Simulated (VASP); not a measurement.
Here is a VASP 6.6.1 calculation.

The input INCAR:

```
SYSTEM = K
PREC     = Accurate       ! precision mode
ENCUT    = 520            ! plane-wave cutoff, eV
EDIFF    = 1E-8           ! SCF threshold, eV
ISMEAR   = -1             ! smearing method
SIGMA    = 0.08           ! smearing width, eV
LREAL    = .FALSE.        ! projectors in reciprocal space
LASPH    = .TRUE.         ! aspherical terms in the spheres
NELM     = 80             ! most SCF steps
ALGO     = Normal         ! electronic algorithm
ISIF     = 2              ! what is computed and relaxed
LWAVE    = .FALSE.        ! write WAVECAR
LCHARG   = .FALSE.        ! write CHGCAR
GGA      = PS             ! functional
LEFG     = .TRUE.       
NBANDS   = 10             ! bands
```

The input KPOINTS:

```
Automatic mesh
0
G
  10 10 10
  0 0 0
```

The input POSCAR:

```
K
1.0
   -2.5826172842      2.5826172842      2.5826172842
    2.5826172842     -2.5826172842      2.5826172842
    2.5826172842      2.5826172842     -2.5826172842
K
1
Direct
    0.0000000000      0.0000000000      0.0000000000
```

Potentials or basis: VASP PAW PBE potentials, release 64 (K_sv).

Run with:

```sh
$ cat potpaw_PBE.64/K_sv/POTCAR > POTCAR
$ mpirun -np 1 vasp_std > vasp.out
```

Problem. Estimate the pressure.

Solution. 0.1 GPa.

Problem. What does it give for the band gap on the k mesh?

Solution. Zero (an odd number of electrons rules out a gap without spin polarisation).

Caveat: the PAW data sets were made with another functional, which shifts forces and pressure a little.
